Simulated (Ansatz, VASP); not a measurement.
# Hf in VASP and in Ansatz

Contents of INCAR:

```
PREC = Accurate ; ENCUT = 520
EDIFF = 1E-6 ; ISMEAR = 0
SIGMA = 0.15 ; LREAL = F
LASPH = T ; NELM = 80
ALGO = Fast ; ISIF = 2
LWAVE = F ; LCHARG = F
GGA = PS ; NBANDS = 17
```

The input KPOINTS:

```
regular mesh
0
Gamma
  18 18 10
```

POSCAR

```
Hf
1.0
    3.1966985242      0.0000000000      0.0000000000
   -1.5983492621      2.7684221302      0.0000000000
    0.0000000000      0.0000000000      4.2991300000
Hf
2
Direct
    0.3333333333      0.6666666667      0.2500000000
    0.6666666667      0.3333333333      0.7500000000
```

Input for Ansatz:

```yaml
crystal:
  lattice:
    - [3.1966985242, 0.0, 0.0]
    - [-1.5983492621, 2.7684221302, 0.0]
    - [0.0, 0.0, 4.29913]
  atoms:
    - { symbol: Hf, position: [0.3333333333, 0.6666666667, 0.25] }
    - { symbol: Hf, position: [0.6666666667, 0.3333333333, 0.75] }
basis:
  ecutwfc: 420
kpoints:
  mp_grid: { grid: [18, 18, 10] }
hamiltonian:
  xc: pbesol
scf:
  occupations: { method: gaussian, width: 0.15 }
output:
  forces: true
  stress: true
  eigenvalues: true
```

Change from the starting cell: strain -0.1500 x Voigt [0, 0, 1, 0, 0, 0], atoms carried along.

Alike in both runs: task single point; functional PBEsol; k mesh 18 × 18 × 10; occupations gaussian, width 0.15 eV; no spin polarisation.

|  | VASP | Ansatz |
| --- | --- | --- |
| version | VASP 6.6.1 | Ansatz 0.2.0 |
| potentials or method | VASP PAW PBE potentials, release 64 (Hf_pv), cutoff 520 eV | scalar-relativistic, plane waves, PAW |
| valence electrons in the cell | 20 | 52 |

```tsv
	VASP	Ansatz	Ansatz less VASP
gap on the k mesh at the Fermi level (eV)	none	none	-
pressure (GPa)	19.3	19.6	+0.38
traceless stress, the component that is largest in VASP (GPa)	14.55	14.54	-0.010
```

VASP's potentials were made for PBE, not for PBEsol. A gap of «none» marks a metal or a gap that the smearing closes. VASP's potentials hold 20 valence electrons a cell and Ansatz's 52, so a difference there can come from the potentials and not from the codes.

Spin-orbit coupling is off throughout.
